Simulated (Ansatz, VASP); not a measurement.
## Be16CO in VASP and in Ansatz

Contents of INCAR:

```
SYSTEM = Be16CO
ALGO = Normal ; DIPOL = 0.5 0.5 0.307
EDIFF = 1E-7 ; ENCUT = 520
GGA = PE ; IDIPOL = 3
ISIF = 2 ; ISMEAR = 0
LASPH = .TRUE. ; LCHARG = .TRUE.
LDIPOL = .TRUE. ; LELF = .TRUE.
LREAL = Auto ; LVACPOTAV = .TRUE.
LVHAR = .TRUE. ; LWAVE = .FALSE.
NBANDS = 36 ; NELM = 60
PREC = Accurate ; SIGMA = 0.1
```

KPOINTS

```
k-points
0
G
  6 6 1
  0 0 0
```

The input POSCAR:

```
Be16CO
1.0
    4.5254381410      0.0000000000      0.0000000000
   -2.2627190705      3.9191443934      0.0000000000
    0.0000000000      0.0000000000     23.4761687145
Be C O
16 1 1
Direct
    0.3333333333      0.1666666667      0.1703855535
    0.3333333333      0.6666666667      0.1703855535
    0.8333333333      0.1666666667      0.1703855535
    0.8333333333      0.6666666667      0.1703855535
    0.1666666667      0.3333333333      0.2463521558
    0.1666666667      0.8333333333      0.2463521558
    0.6666666667      0.3333333333      0.2463521558
    0.6666666667      0.8333333333      0.2463521558
    0.3333333333      0.1666666667      0.3241941575
    0.3333333333      0.6666666667      0.3241941575
    0.8333333333      0.1666666667      0.3241941575
    0.8333333333      0.6666666667      0.3241941575
    0.1666666667      0.3333333333      0.4036505628
    0.1666666667      0.8333333333      0.4036505628
    0.6666666667      0.3333333333      0.4036505628
    0.6666666667      0.8333333333      0.4036505628
    0.1666666667      0.3333333333      0.4641374343
    0.2948310525      0.2051689475      0.4888433396
```

Input for Ansatz:

```yaml
crystal:
  lattice:
    - [4.525438141, 0.0, 0.0]
    - [-2.2627190705, 3.9191443934, 0.0]
    - [0.0, 0.0, 23.4761687145]
  atoms:
    - { symbol: Be, position: [0.3333333333, 0.1666666667, 0.1703855535] }
    - { symbol: Be, position: [0.3333333333, 0.6666666667, 0.1703855535] }
    - { symbol: Be, position: [0.8333333333, 0.1666666667, 0.1703855535] }
    - { symbol: Be, position: [0.8333333333, 0.6666666667, 0.1703855535] }
    - { symbol: Be, position: [0.1666666667, 0.3333333333, 0.2463521558] }
    - { symbol: Be, position: [0.1666666667, 0.8333333333, 0.2463521558] }
    - { symbol: Be, position: [0.6666666667, 0.3333333333, 0.2463521558] }
    - { symbol: Be, position: [0.6666666667, 0.8333333333, 0.2463521558] }
    - { symbol: Be, position: [0.3333333333, 0.1666666667, 0.3241941575] }
    - { symbol: Be, position: [0.3333333333, 0.6666666667, 0.3241941575] }
    - { symbol: Be, position: [0.8333333333, 0.1666666667, 0.3241941575] }
    - { symbol: Be, position: [0.8333333333, 0.6666666667, 0.3241941575] }
    - { symbol: Be, position: [0.1666666667, 0.3333333333, 0.4036505628] }
    - { symbol: Be, position: [0.1666666667, 0.8333333333, 0.4036505628] }
    - { symbol: Be, position: [0.6666666667, 0.3333333333, 0.4036505628] }
    - { symbol: Be, position: [0.6666666667, 0.8333333333, 0.4036505628] }
    - { symbol: C, position: [0.1666666667, 0.3333333333, 0.4641374343] }
    - { symbol: O, position: [0.2948310525, 0.2051689475, 0.4888433396] }
basis:
  ecutwfc: 420
kpoints:
  mp_grid: { grid: [6, 6, 1] }
hamiltonian:
  xc: pbe
scf:
  occupations: { method: gaussian, width: 0.1 }
output:
  forces: true
  eigenvalues: true
efield:
  axis: 3
  dipole_correction: true
  ramp_width: 0.04
```

Alike in both runs: task single point; functional PBE; k mesh 6 × 6 × 1; occupations gaussian, width 0.1 eV; no spin polarisation.

|  | VASP | Ansatz |
| --- | --- | --- |
| version | VASP 6.6.1 | Ansatz 0.2.0 |
| potentials or method | VASP PAW PBE potentials, release 64 (Be, C, O), cutoff 520 eV | scalar-relativistic, plane waves, PAW |
| valence electrons in the cell | 42 | 42 |

Ansatz gave:

| Item | Value |
| --- | --- |
| gap on the k mesh at the Fermi level (eV) | none |
| rms of the force components (eV/Å) | 1.461 |
| work function, face that differs most (eV) | 4.47 |

Question: Which values does VASP return?

Answer: gap on the k mesh at the Fermi level (eV): none; rms of the force components (eV/Å): 1.469; work function, face that differs most (eV): 4.49.

Atom by atom the forces differ by 0.153 eV/Å (rms over components). A gap of «none» marks a metal or a gap that the smearing closes.

Noted on VASP's run: the standard files for N, O and F lose accuracy on very short bonds.
